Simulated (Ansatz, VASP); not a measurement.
## TiO2 in VASP and in Ansatz

Contents of INCAR:

```
PREC = Accurate
ENCUT = 520
EDIFF = 1E-6
ISMEAR = 0
SIGMA = 0.05
LREAL = F
LASPH = T
NELM = 100
ALGO = Normal
ISIF = 2
LWAVE = F
LCHARG = T
GGA = PE
LELF = T
LVHAR = T
NBANDS = 33
```

The input KPOINTS:

```
Automatic mesh
0
Gamma
  6 6 10
```

The input POSCAR:

```
TiO2
1.0
    4.7517000000      0.0000000000      0.0000000000
    0.0000000000      4.7517000000      0.0000000000
    0.0000000000      0.0000000000      3.1219000000
Ti O
2 4
Direct
    0.0000000000      0.0000000000      0.0000000000
    0.5000000000      0.5000000000      0.5000000000
    0.3050970583      0.3050970583      0.0000000000
    0.1949029417      0.8050970583      0.5000000000
    0.6949029417      0.6949029417      0.0000000000
    0.8050970583      0.1949029417      0.5000000000
```

Input for Ansatz:

```yaml
crystal:
  lattice:
    - [4.7517, 0.0, 0.0]
    - [0.0, 4.7517, 0.0]
    - [0.0, 0.0, 3.1219]
  atoms:
    - { symbol: Ti, position: [0.0, 0.0, 0.0] }
    - { symbol: Ti, position: [0.5, 0.5, 0.5] }
    - { symbol: O, position: [0.3050970583, 0.3050970583, 0.0] }
    - { symbol: O, position: [0.1949029417, 0.8050970583, 0.5] }
    - { symbol: O, position: [0.6949029417, 0.6949029417, 0.0] }
    - { symbol: O, position: [0.8050970583, 0.1949029417, 0.5] }
basis:
  ecutwfc: 520.0
kpoints:
  mp_grid: { grid: [6, 6, 10] }
hamiltonian:
  xc: pbe
  pseudopotentials: { kind: paw, azcp: { folder: soft_1 } }
scf:
  occupations: { method: gaussian, width: 0.05 }
output:
  forces: true
  stress: true
  eigenvalues: true
```

Alike in both runs: task single point; functional PBE; k mesh 6 × 6 × 10; occupations gaussian, width 0.05 eV; no spin polarisation.

|  | VASP | Ansatz |
| --- | --- | --- |
| version | VASP 6.6.1 | Ansatz 0.2.0 |
| potentials or method | VASP PAW PBE potentials, release 64 (Ti_sv, O), cutoff 520 eV | scalar-relativistic, plane waves, PAW |
| valence electrons in the cell | 48 | 48 |

Ansatz gave:

```
gap on the k mesh at the Fermi level (eV)                     : 1.57
least direct gap on the mesh (eV)                             : 1.57
pressure (GPa)                                                : -18.8
traceless stress, the component that is largest in VASP (GPa) : -7.05
rms of the force components (eV/Å)                            : 0.155
```

Estimate VASP's values.

gap on the k mesh at the Fermi level (eV): 1.55; least direct gap on the mesh (eV): 1.55; pressure (GPa): -18.3; traceless stress, the component that is largest in VASP (GPa): -6.89; rms of the force components (eV/Å): 0.148.

Atom by atom the forces differ by 0.007 eV/Å (rms over components).
